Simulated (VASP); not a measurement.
KI, 4 atoms in the cell. The typed cell holds 4 atoms: a = 4.899 Å, b = 4.899 Å, c = 8.591 Å, α = 90.00°, β = 90.00°, γ = 119.99°. 

* Program: VASP 6.6.1
* Task: single point
* Functional: PBE
* Potentials or basis: VASP PAW PBE potentials, release 64 (K_sv, I)
* Cutoff: 520 eV
* k mesh: 6 × 6 × 2
* Occupations: methfessel-paxton, width 0.5 eV
* Spin: no spin polarisation
* Dipole correction: no
* Further INCAR settings: ALGO = Normal; EDIFF = 1e-06; NBANDS = 24

Potentials or basis: VASP PAW PBE potentials, release 64 (K_sv, I).

Run with:

```console
$ cat potpaw_PBE.64/K_sv/POTCAR potpaw_PBE.64/I/POTCAR > POTCAR
$ mpirun -np 1 vasp_std > vasp.out
```

Hardware: 1 thread of Intel(R) Xeon(R) Platinum 8259CL CPU @ 2.50GHz (Skylake/Cascade Lake) (shared host).

Question: How long does it take, and how much memory?

Answer: It took 110 s on 1 thread of Intel(R) Xeon(R) Platinum 8259CL CPU @ 2.50GHz (Skylake/Cascade Lake) (shared host), peak memory 0.31 GiB. Counts: scf iterations 14, k points 26.
